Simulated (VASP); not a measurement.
Wanted: the native input for a VASP 6.6.1 run.

```
Task                   : single point
Functional             : PBE
Potentials or basis    : VASP PAW PBE potentials, release 64 (Nb_sv)
Cutoff                 : 520 eV
k mesh                 : 13 × 13 × 13
Occupations            : fermi-dirac, width 0.08 eV
Spin                   : no spin polarisation
Dipole correction      : no
Further INCAR settings : ALGO = Normal; EDIFF = 1e-07; NBANDS = 12
```

The structure of Nb lies in POSCAR:

```
Nb
1.0
    0.0423000000      2.1361500000      2.1361500000
    2.1361500000      0.0423000000      2.1361500000
    2.1361500000      2.1361500000      0.0423000000
Nb
1
Direct
    0.0000000000      0.0000000000      0.0000000000
```

This cell differs from its parent crystal: equal xy, yz and zx shear strains of +2 %.

These files were run (other wordings do the same):

INCAR

```
SYSTEM = Nb
PREC     = Accurate       ! precision mode
ENCUT    = 520            ! plane-wave cutoff, eV
EDIFF    = 1E-7           ! SCF threshold, eV
ISMEAR   = -1             ! smearing method
SIGMA    = 0.08           ! smearing width, eV
LREAL    = .False.        ! projectors in reciprocal space
LASPH    = .True.         ! aspherical terms in the spheres
NELM     = 80             ! most SCF steps
ALGO     = Normal         ! electronic algorithm
ISIF     = 2              ! what is computed and relaxed
LWAVE    = .False.        ! write WAVECAR
LCHARG   = .False.        ! write CHGCAR
GGA      = PE             ! functional
NBANDS   = 12             ! bands
```

KPOINTS

```
Automatic mesh
0
Gamma
  13 13 13
  0 0 0
```

Potentials or basis: VASP PAW PBE potentials, release 64 (Nb_sv).

Command:

```sh
$ cat potpaw_PBE.64/Nb_sv/POTCAR > POTCAR
$ mpirun -np 1 vasp_std > vasp.out
```

It gave:

```
Pressure               : -1.5 GPa
Band gap on the k mesh : zero (an odd number of electrons rules out a gap without spin polarisation)
```

Caveat: the cell differs from its parent crystal (equal xy, yz and zx shear strains of +2 %).

Wall time 69 s on 1 thread of Intel Xeon 8259CL (shared host), peak memory 0.18 GiB.
